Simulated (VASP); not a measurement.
Here is a VASP 6.6.1 calculation.

Contents of INCAR:

```
SYSTEM = Au
ALGO = Normal
EDIFF = 1E-6
ENCUT = 520
GGA = PS
ISIF = 2
ISMEAR = -1
LASPH = .TRUE.
LCHARG = .FALSE.
LREAL = .FALSE.
LWAVE = .FALSE.
NBANDS = 18
NELM = 80
PREC = Accurate
SIGMA = 0.05
```

Contents of KPOINTS:

```
k-points
0
G
  12 12 6
  0 0 0
```

POSCAR

```
Au
1.0
    2.9469569625      0.0000000000      0.0000000000
   -1.4734784812      2.5521395934      0.0000000000
    0.0000000000      0.0000000000      4.7740702792
Au
2
Direct
    0.2733333333      0.6366666667      0.2050000000
    0.7266666667      0.3633333333      0.7950000000
```

Potentials or basis: VASP PAW PBE potentials, release 64 (Au).

Command:

```bash
$ cat potpaw_PBE.64/Au/POTCAR > POTCAR
$ mpirun -np 1 vasp_std > vasp.out
```

Question: What does it give for the largest force?

Answer: 4.930 eV/Å.

Question: Predict the pressure.

Answer: 11.8 GPa.

Question: Predict the band gap on the k mesh.

Answer: Zero (bands 11 and 12 overlap by 5.14 eV).

Stress tensor (GPa, compression positive):
```
 8.46  4.80 11.67
 4.80  2.92  6.74
11.67  6.74 24.06
```

Caveat: the cell differs from its parent crystal (shortest bond scaled by 0.82); the cell stands under pressure; the PAW data sets were made with another functional, which shifts forces and pressure a little; spin-orbit coupling is left out, which moves the levels of the heavy elements.
